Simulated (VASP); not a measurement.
A run of VASP 6.6.1:

INCAR

```
SYSTEM = Rb
PREC = Accurate
ENCUT = 500
EDIFF = 1E-6
ISMEAR = -1
SIGMA = 0.1
LREAL = .FALSE.
LASPH = .TRUE.
NELM = 120
ALGO = Normal
ISIF = 2
LWAVE = .FALSE.
LCHARG = .TRUE.
GGA = PE
LELF = .TRUE.
LVHAR = .TRUE.
NBANDS = 26
GGA_COMPAT = .FALSE.
```

KPOINTS

```
regular mesh
0
G
  8 8 3
  0 0 0
```

Contents of POSCAR:

```
Rb
1.0
    4.8990059071      0.0000000000      0.0000000000
   -2.4495029535      4.2426635688      0.0000000000
    0.0000000000      0.0000000000     16.1624376126
Rb
4
Direct
    1.0000000000      1.0000000000      0.0000000000
    0.0000000000      1.0000000000      0.5000000000
    0.3333333333      0.6666666667      0.2500000000
    0.6666666667      0.3333333333      0.7500000000
```

Potentials or basis: VASP PAW PBE potentials, release 64 (Rb_sv).

The run is started by

```bash
$ cat potpaw_PBE.64/Rb_sv/POTCAR > POTCAR
$ mpirun -np 1 vasp_std > vasp.out
```

Hardware: 1 thread of Intel(R) Xeon(R) Platinum 8488C (Sapphire Rapids) (shared host).

Question: Estimate the wall time of this run.

Answer: Wall time 2.4 min on 1 thread of Intel(R) Xeon(R) Platinum 8488C (Sapphire Rapids), with other jobs on the host, peak memory 0.44 GiB. Counts: scf iterations 11, k points 20.
